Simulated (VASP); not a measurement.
A run of VASP 6.6.1 is set up as follows.

Contents of INCAR:

```
SYSTEM = AlRu
PREC = Accurate
ENCUT = 520
EDIFF = 1E-6
ISMEAR = 0
SIGMA = 0.15
LREAL = .False.
LASPH = .True.
NELM = 100
ALGO = Fast
ISIF = 2
LWAVE = .False.
LCHARG = .True.
GGA = PS
LELF = .True.
LVHAR = .True.
NBANDS = 16
```

File KPOINTS:

```
regular mesh
0
Gamma
  16 16 16
  0 0 0
```

POSCAR

```
AlRu
1.0
    2.8420200000      0.0000000000      0.0000000000
    0.0000000000      2.8420200000      0.0000000000
    0.0000000000      0.0000000000      2.8420200000
Al Ru
1 1
Direct
    0.0000000000      0.0000000000      0.0000000000
    0.5000000000      0.5000000000      0.5000000000
```

Potentials or basis: VASP PAW PBE potentials, release 64 (Al, Ru_pv).

Command:

```bash
$ cat potpaw_PBE.64/Al/POTCAR potpaw_PBE.64/Ru_pv/POTCAR > POTCAR
$ mpirun -np 1 vasp_std > vasp.out
```

Predict the pressure.

41.4 GPa.

Caveat: the cell differs from its parent crystal (strain -0.050 along x and y, -0.050 along z); the PAW data sets were made with another functional, which shifts forces and pressure a little.
